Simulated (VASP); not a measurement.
Ta4Cu: single point with PBE

Crystal: Ta4Cu.

```
Ta Cu
1.0
     4.62012    0.00000    0.00000
     0.00000    4.62012    0.00000
     0.00000    0.00000    4.62012
Ta Cu
4 1
Direct
  0.00000 0.00000 0.00000
  0.50000 0.50000 0.00000
  0.50000 0.00000 0.50000
  0.00000 0.50000 0.50000
  0.50000 0.50000 0.50000
```

The cell was generated, and may not be a known phase.

- Program: VASP 6.6.1
- Task: single point
- Functional: PBE
- Potentials or basis: VASP PAW PBE potentials, release 64 (Ta_pv, Cu)
- Cutoff: 520 eV
- k mesh: 4 × 4 × 4
- Occupations: gaussian, width 0.1 eV
- Spin: no spin polarisation

```yaml
Pressure: 0.1 GPa
Band_gap_on_the_k_mesh: zero (an odd number of electrons rules out a gap without spin polarisation)
```

Levels at points of the mesh, in eV from the Fermi level:
| k point | band 23 | band 24 | band 25 | band 26 | band 27 | band 28 | band 29 | band 30 | band 31 | band 32 |
| --- | --- | --- | --- | --- | --- | --- | --- | --- | --- | --- |
| (0.00, 0.00, 0.00) | -1.50 | -1.50 | 0.84 | 0.84 | 0.84 | 0.89 | 0.89 | 0.89 | 2.82 | 2.82 |
| (0.50, 0.00, 0.00) | -1.51 | -1.12 | -1.01 | -0.43 | -0.43 | -0.08 | 0.67 | 1.15 | 1.42 | 1.52 |
| (0.50, 0.50, 0.00) | -1.02 | -1.02 | -0.99 | -0.91 | -0.45 | -0.40 | -0.40 | 0.56 | 0.56 | 1.41 |
| (0.50, 0.50, 0.50) | -0.62 | -0.62 | -0.62 | 0.10 | 0.10 | 0.10 | 0.26 | 0.26 | 0.26 | 0.37 |

It took 16 s on 1 thread of Intel(R) Xeon(R) 6975P-C (Granite Rapids) (shared host), peak memory 0.21 GiB.

Caveat: spin-orbit coupling is left out, which moves the levels of the heavy elements.
